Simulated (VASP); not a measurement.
**Bi2Se3: single point with PBE+D3(BJ)**

The system is Bi2Se3.

```xyz
5
Lattice="2.0715 1.1960 9.5453 -2.0715 1.1960 9.5453 0.0000 -2.3920 9.5453" Properties=species:S:1:pos:R:3 pbc="T T T"
Bi    0.0000    0.0000   11.4773
Bi    0.0000    0.0000   17.1587
Se    0.0000    0.0000    0.0000
Se    0.0000    0.0000    6.0622
Se    0.0000    0.0000   22.5738
```

```
Program                : VASP 6.6.1
Task                   : single point
Functional             : PBE
Dispersion             : D3(BJ)
Potentials or basis    : VASP PAW PBE potentials, release 64 (Bi_d, Se)
Cutoff                 : 520 eV
k mesh                 : 6 × 6 × 6
Occupations            : gaussian, width 0.1 eV
Spin                   : no spin polarisation
Dipole correction      : no
Further INCAR settings : ALGO = Normal; EDIFF = 1e-07; NBANDS = 32
```

| Item | Value |
| --- | --- |
| Pressure | 0.2 GPa |
| Largest force | 0.199 eV/Å |
| Band gap on the k mesh | 0.22 eV |
| Dispersion energy per atom | -0.400 eV |

Forces in eV/Å, atoms in the order of the input:
```
Bi   0.000  0.000 -0.199
Bi   0.000  0.000  0.199
Se   0.000  0.000  0.000
Se   0.000  0.000 -0.192
Se   0.000  0.000  0.192
```

Levels at points of the mesh, in eV from the valence-band top:
| k point | band 22 | band 23 | band 24 | band 25 | band 26 | band 27 |
| --- | --- | --- | --- | --- | --- | --- |
| (0.00, 0.00, 0.00) | -1.21 | -1.21 | 0.00 | 0.22 | 1.40 | 1.40 |
| (0.50, 0.00, 0.00) | -2.15 | -1.24 | -0.56 | 0.84 | 1.93 | 2.96 |
| (0.50, 0.50, 0.00) | -1.88 | -1.64 | -1.00 | 1.34 | 1.95 | 2.60 |
| (0.50, 0.50, 0.50) | -1.38 | -1.38 | -0.44 | 0.63 | 1.70 | 1.70 |

Wall time 24 min on 1 thread of Intel(R) Xeon(R) Platinum 8375C CPU @ 2.90GHz (Ice Lake), on a shared host, peak memory 0.95 GiB.

Caveat: spin-orbit coupling is left out, which moves the levels of the heavy elements. A k mesh can miss the band edges.
